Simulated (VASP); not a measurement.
Write the native input for VASP 6.6.1 that does the following.

| Quantity | Value |
| --- | --- |
| Task | relaxation of cell and atoms |
| Functional | PBE |
| Potentials or basis | VASP PAW PBE potentials, release 64 (Sn_d, S) |
| Cutoff | 600 eV |
| k mesh | 4 × 4 × 4 |
| Occupations | gaussian, width 0.1 eV |
| Spin | no spin polarisation |
| Dipole correction | no |
| Further INCAR settings | ALGO = Normal; EDIFF = 1e-06; IBRION = 2; EDIFFG = -0.04; NSW = 90; ISIF = 3 |

The structure of SnS3 lies in POSCAR:

```
SnS3
1.0
    0.0000000000      3.7136280600      3.7136280600
    3.7136280600      0.0000000000      3.7136280600
    3.7136280600      3.7136280600      0.0000000000
Sn S
1 3
Direct
    0.5000000000      0.5000000000      0.5000000000
    0.0000000000      0.0000000000      0.0000000000
    0.2500000000      0.2500000000      0.2500000000
    0.7500000000      0.7500000000      0.7500000000
```

These files were run (other wordings do the same):

INCAR

```
  PREC = Accurate
  ENCUT = 600
  EDIFF = 1E-6
  ISMEAR = 0
  SIGMA = 0.1
  LREAL = F
  LASPH = T
  NELM = 80
  ALGO = Normal
  ISIF = 3
  LWAVE = F
  LCHARG = F
  GGA = PE
  IBRION = 2
  NSW = 90
  EDIFFG = -0.04
```

KPOINTS

```
regular mesh
0
Gamma
  4 4 4
```

Potentials or basis: VASP PAW PBE potentials, release 64 (Sn_d, S).

Command:

```sh
$ cat potpaw_PBE.64/Sn_d/POTCAR potpaw_PBE.64/S/POTCAR > POTCAR
$ mpirun -np 1 vasp_std > vasp.out
```

Results of the run:

```
Relaxed volume                         : 18.91 Å³/atom
Relaxed cell                           : a = 4.747 Å, b = 4.747 Å, c = 4.747 Å, α = 60.00°, β = 60.00°, γ = 60.00°
Space group after relaxing (to 0.05 Å) : Fm-3m (No. 225)
Energy gained by relaxing              : 271.9 meV/atom
Ionic steps                            : 4
Pressure after relaxing                : 0.0 GPa
Band gap on the k mesh                 : zero (band 16 reaches 7.44 eV, above the bottom of band 17 at 5.47 eV)
```

Caveat: the k points lie up to 0.41 Å⁻¹ apart in the final cell; the volume moved by over 15 % at a fixed basis, so the end points are rough; spin-orbit coupling is left out, which moves the levels of the heavy elements.

It took 2.5 min on 1 thread of Intel Xeon 8259CL (shared host), peak memory 0.27 GiB.
